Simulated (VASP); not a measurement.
**Ga: single point with RPBE**

Slab: Ga, a slab with vacuum.

```
Ga
1.0
     2.90000    0.00000    0.00000
     0.00000    3.17000    0.00000
     0.00000    0.00000   25.03242
Ga
6
Direct
  0.50000 0.25000 0.29961
  0.00000 0.75000 0.37561
  0.00000 0.25000 0.46200
  0.50000 0.75000 0.54206
  0.50000 0.25000 0.63356
  0.00000 0.75000 0.71396
```

```json
{
 "Program": "VASP 6.6.1",
 "Task": "single point",
 "Functional": "RPBE",
 "Potentials or basis": "VASP PAW PBE potentials, release 64 (Ga_d)",
 "Cutoff": "520 eV",
 "k mesh": "9 × 8 × 1",
 "Occupations": "fermi-dirac, width 0.05 eV",
 "Spin": "no spin polarisation",
 "Dipole correction": "yes",
 "Further INCAR settings": "ALGO = Normal; EDIFF = 1e-07; NBANDS = 48"
}
```

```yaml
Largest_force: 0.412 eV/Å
Band_gap_on_the_k_mesh: zero (band 39 reaches 3.83 eV, above the bottom of band 40 at -0.99 eV)
```

Forces in eV/Å, atoms in the order of the input:
```
Ga   0.000  0.000 -0.359
Ga   0.000  0.000 -0.063
Ga   0.000  0.000  0.412
Ga   0.000  0.000 -0.007
Ga   0.000  0.000  0.013
Ga   0.000  0.000  0.002
```

Levels at points of the mesh, in eV from the Fermi level:
```csv
k point,band 37,band 38,band 39,band 40,band 41,band 42,band 43,band 44
"(0.00, 0.00, 0.00)",-1.62,0.87,2.95,3.41,3.90,4.13,4.22,5.01
"(0.00, 0.50, 0.00)",-3.35,-3.27,-1.68,-1.68,0.29,0.34,2.61,2.68
```

Wall time 7.3 min on 1 thread of Intel(R) Xeon(R) Platinum 8259CL CPU @ 2.50GHz (Skylake/Cascade Lake), with other jobs on the host, peak memory 0.42 GiB.

Caveat: the PAW data sets were made with another functional, which shifts forces and pressure a little.
